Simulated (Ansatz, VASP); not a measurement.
**Two plane-wave programs on Au**

File INCAR:

```
SYSTEM = Au
PREC = Accurate
ENCUT = 520
EDIFF = 1E-6
ISMEAR = -1
SIGMA = 0.1
LREAL = .False.
LASPH = .True.
NELM = 60
ALGO = Normal
ISIF = 2
LWAVE = .False.
LCHARG = .False.
NBANDS = 12
```

Contents of KPOINTS:

```
Automatic mesh
0
Gamma
  17 17 17
  0 0 0
```

The input POSCAR:

```
Au
1.0
   -1.3174109567      1.3174109567      1.3174109567
    1.3174109567     -1.3174109567      1.3174109567
    1.3174109567      1.3174109567     -1.3174109567
Au
1
Direct
    0.0000000000      0.0000000000      0.0000000000
```

Input for Ansatz:

```yaml
crystal:
  lattice:
    - [-1.3174109567, 1.3174109567, 1.3174109567]
    - [1.3174109567, -1.3174109567, 1.3174109567]
    - [1.3174109567, 1.3174109567, -1.3174109567]
  atoms:
    - { symbol: Au, position: [0.0, 0.0, 0.0] }
kpoints:
  mp_grid: { grid: [17, 17, 17] }
scf:
  occupations: { method: fermi_dirac, width: 0.1 }
hamiltonian:
  xc: lda
  pseudopotentials: { kind: paw }
output:
  forces: true
  stress: true
  eigenvalues: true
  populations: true
```

Change from the starting cell: volume scaled by 0.55, PAW files.

Alike in both runs: task single point; functional LDA; k mesh 17 × 17 × 17; occupations fermi-dirac, width 0.1 eV; no spin polarisation.

|  | VASP | Ansatz |
| --- | --- | --- |
| version | VASP 6.6.1 | Ansatz 0.2.0 |
| potentials or method | VASP PAW LDA potentials, release 64 (Au) | PAW with Ansatz's default frozen-core files, scalar-relativistic |
| plane-wave cutoff (eV) | 520 | 420 |
| valence electrons in the cell | 11 | 19 |

VASP gave:

* pressure (GPa): 581.0

**Question.** What did Ansatz give for the same quantities?

**Answer.** Pressure (GPa): 570.0.

LDA's correlation is that of Perdew and Zunger in VASP and of Perdew and Wang (1992) in Ansatz. Both programs put the cell under a high pressure, so it lies far from rest at this level. VASP's potentials hold 11 valence electrons a cell and Ansatz's 19, so a difference there can come from the potentials and not from the codes.

Neither program's run includes spin-orbit coupling. Noted on VASP's run: the cell as given lies far from equilibrium.
